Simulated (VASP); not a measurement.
Wanted: the native input for a VASP 6.6.1 run.

```yaml
Task: single point
Functional: LDA
Potentials_or_basis: VASP PAW LDA potentials, release 64 (As)
Cutoff: 500 eV
k_mesh: 10 × 10 × 10
Occupations: methfessel-paxton, width 0.2 eV
Spin: no spin polarisation
Dipole_correction: no
Further_INCAR_settings: ALGO = Normal; EDIFF = 1e-06; NBANDS = 12
```

The structure of As lies in POSCAR:

```
As
1.0
    1.8799878575      1.0854114956      3.3276505507
   -1.8799878575      1.0854114956      3.3276505507
    0.0000000000     -2.1708229912      3.3276505507
As
2
Direct
    0.7695128170      0.7695128170      0.7695128170
    0.2304871830      0.2304871830      0.2304871830
```

One way to write it, as run:

INCAR

```
SYSTEM = As
ALGO = Normal
EDIFF = 1E-6
ENCUT = 500
GGA = CA
GGA_COMPAT = .FALSE.
ISIF = 2
ISMEAR = 1
LASPH = .TRUE.
LCHARG = .TRUE.
LELF = .TRUE.
LREAL = .FALSE.
LVHAR = .TRUE.
LWAVE = .FALSE.
NBANDS = 12
NELM = 120
PREC = Accurate
SIGMA = 0.2
```

KPOINTS

```
k-points
0
G
  10 10 10
  0 0 0
```

Potentials or basis: VASP PAW LDA potentials, release 64 (As).

Launch:

```sh
$ cat potpaw_LDA.64/As/POTCAR > POTCAR
$ mpirun -np 1 vasp_std > vasp.out
```

Results of the run:

```
Pressure               : 0.5 GPa
Largest force          : 0.056 eV/Å
Band gap on the k mesh : zero (band 5 reaches 5.96 eV, above the bottom of band 6 at 5.74 eV)
```

Run time: 22 s on 1 thread of AMD EPYC 9R45 96-Core Processor (Zen 5), on a shared host, peak memory 0.15 GiB.
